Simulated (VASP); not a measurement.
A run of VASP 6.6.1 is set up as follows.

Contents of INCAR:

```
PREC = Accurate
ENCUT = 600
EDIFF = 1E-6
ISMEAR = 0
SIGMA = 0.1
LREAL = F
LASPH = T
NELM = 80
ALGO = Normal
ISIF = 3
LWAVE = F
LCHARG = F
GGA = PE
IBRION = 2
NSW = 90
EDIFFG = -0.04
```

The input KPOINTS:

```
Automatic mesh
0
Gamma
  4 4 4
```

POSCAR

```
MgTe4
1.0
    5.7543249000      0.0000000000      0.0000000000
    0.0000000000      5.7543249000      0.0000000000
    0.0000000000      0.0000000000      5.7543249000
Mg Te
1 4
Direct
    0.0000000000      0.0000000000      0.0000000000
    0.2437810800      0.7562189200      0.7562189200
    0.7562189200      0.2437810800      0.7562189200
    0.7562189200      0.7562189200      0.2437810800
    0.2437810800      0.2437810800      0.2437810800
```

Potentials or basis: VASP PAW PBE potentials, release 64 (Mg, Te).

Command:

```bash
$ cat potpaw_PBE.64/Mg/POTCAR potpaw_PBE.64/Te/POTCAR > POTCAR
$ mpirun -np 1 vasp_std > vasp.out
```

Task: Estimate the relaxed volume.

Result: 32.45 Å³/atom.

Task: What does it give for the relaxed cell?

Result: a = 5.454 Å, b = 5.454 Å, c = 5.454 Å, α = 90.00°, β = 90.00°, γ = 90.00°.

Task: What does it give for the space group after relaxing (to 0.05 Å)?

Result: P-43m (No. 215).

Task: Predict the band gap on the k mesh.

Result: Zero (band 13 reaches 5.11 eV, above the bottom of band 14 at 4.57 eV).

Final structure:
```yaml
crystal:
  lattice:
    - [5.45401, 0.00000, 0.00000]
    - [0.00000, 5.45401, 0.00000]
    - [0.00000, 0.00000, 5.45401]
  atoms:
    - { symbol: Mg, position: [0.00000, 0.00000, 0.00000] }
    - { symbol: Te, position: [0.29091, 0.70909, 0.70909] }
    - { symbol: Te, position: [0.70909, 0.29091, 0.70909] }
    - { symbol: Te, position: [0.70909, 0.70909, 0.29091] }
    - { symbol: Te, position: [0.29091, 0.29091, 0.29091] }
```

Caveat: spin-orbit coupling is left out, which moves the levels of the heavy elements.
